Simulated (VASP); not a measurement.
# BN: single point with LDA

Crystal: BN.

```
B N
1.0
     1.25112    0.72234    3.64277
    -1.25112    0.72234    3.64277
     0.00000   -1.44467    3.64277
B N
1 1
Direct
  0.99967 0.99967 0.99967
  0.33276 0.33276 0.33276
```

This cell differs from its parent crystal: strain +0.000 along x and y, +0.080 along z.

| Property | Result |
| --- | --- |
| Program | VASP 6.6.1 |
| Task | single point |
| Functional | LDA |
| Potentials or basis | VASP PAW LDA potentials, release 64 (B, N) |
| Cutoff | 600 eV |
| k mesh | 12 × 12 × 12 |
| Occupations | gaussian, width 0.05 eV |
| Spin | no spin polarisation |
| Dipole correction | no |
| Further INCAR settings | ALGO = Normal; EDIFF = 1e-06; NBANDS = 11 |

The pressure is -3.9 GPa. The largest force is 0.024 eV/Å. The band gap on the k mesh is 4.23 eV, indirect (least direct gap 4.55 eV).

Forces on the atoms (eV/Å):
```
B    0.000  0.000 -0.024
N    0.000  0.000  0.024
```

Stress tensor (GPa, compression positive):
```
-5.03  0.00  0.00
 0.00 -5.03  0.00
 0.00  0.00 -1.68
```

Levels at points of the mesh, in eV from the valence-band top:
```tsv
k point	band 1	band 2	band 3	band 4	band 5	band 6	band 7	band 8	band 9
(0.00, 0.00, 0.00)	-17.53	-4.59	-1.33	-1.33	4.42	11.52	11.52	12.78	14.43
(0.50, 0.00, 0.00)	-14.35	-8.88	-4.13	-0.73	5.00	9.76	12.35	13.98	18.89
(0.50, 0.50, 0.00)	-14.31	-8.81	-4.15	-1.11	4.23	9.90	13.36	16.06	18.91
(0.50, 0.50, 0.50)	-17.37	-5.98	-1.34	-1.34	8.86	11.49	11.49	11.70	15.05
```

Run time: 110 s on 1 thread of Intel Xeon 8259CL (shared host), peak memory 0.18 GiB.

Caveat: the cell differs from its parent crystal (strain +0.000 along x and y, +0.080 along z). A k mesh can miss the band edges.
